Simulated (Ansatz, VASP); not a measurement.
Sn: VASP beside Ansatz

```
Sn
1.0
    -1.90337    1.90337    1.90337
     1.90337   -1.90337    1.90337
     1.90337    1.90337   -1.90337
Sn
1
Direct
  0.00000 0.00000 0.00000
```

Alike in both runs: task single point; functional PBE; k mesh 15 × 15 × 15; occupations fermi-dirac, width 0.03 eV; no spin polarisation.

|  | VASP | Ansatz |
| --- | --- | --- |
| version | VASP 6.6.1 | Ansatz 0.2.0 |
| potentials or method | VASP PAW PBE potentials, release 64 (Sn_d), cutoff 520 eV | all-electron LAPW, scalar-relativistic |

|  | VASP | Ansatz | Ansatz less VASP |
| --- | --- | --- | --- |
| pressure (GPa) | 0.0 | 0.0 | +0.04 |

Ansatz ran all-electron here, and VASP with PAW potentials.
